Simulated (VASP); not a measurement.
Input of a VASP 6.6.1 run:

Contents of INCAR:

```
ALGO = Normal
EDIFF = 1E-6
ENCUT = 600
GGA = PE
GGA_COMPAT = F
ISIF = 2
ISMEAR = 0
ISPIN = 2
LASPH = T
LCHARG = F
LMAXMIX = 6
LORBIT = 11
LREAL = F
LWAVE = F
MAGMOM = 7 0
NBANDS = 22
NELM = 200
PREC = Accurate
SIGMA = 0.017
```

File KPOINTS:

```
k-points
0
Gamma
  8 8 8
```

File POSCAR:

```
EuS
1.0
    0.0000000000      2.9785000000      2.9785000000
    2.9785000000      0.0000000000      2.9785000000
    2.9785000000      2.9785000000      0.0000000000
Eu S
1 1
Direct
    0.0000000000      0.0000000000      0.0000000000
    0.5000000000      0.5000000000      0.5000000000
```

Potentials or basis: VASP PAW PBE potentials, release 64 (Eu, S).

Run with:

```bash
$ cat potpaw_PBE.64/Eu/POTCAR potpaw_PBE.64/S/POTCAR > POTCAR
$ mpirun -np 1 vasp_std > vasp.out
```

(1) Predict the net moment.

(2) What does it give for the site moments?

(3) Predict the pressure.

Answers

(1) 6.99 μB per cell.

(2) Eu +6.59; S -0.07 μB.

(3) -2.8 GPa.

Caveat: a cell with one magnetic atom can't hold antiferromagnetic order, which such compounds often take.
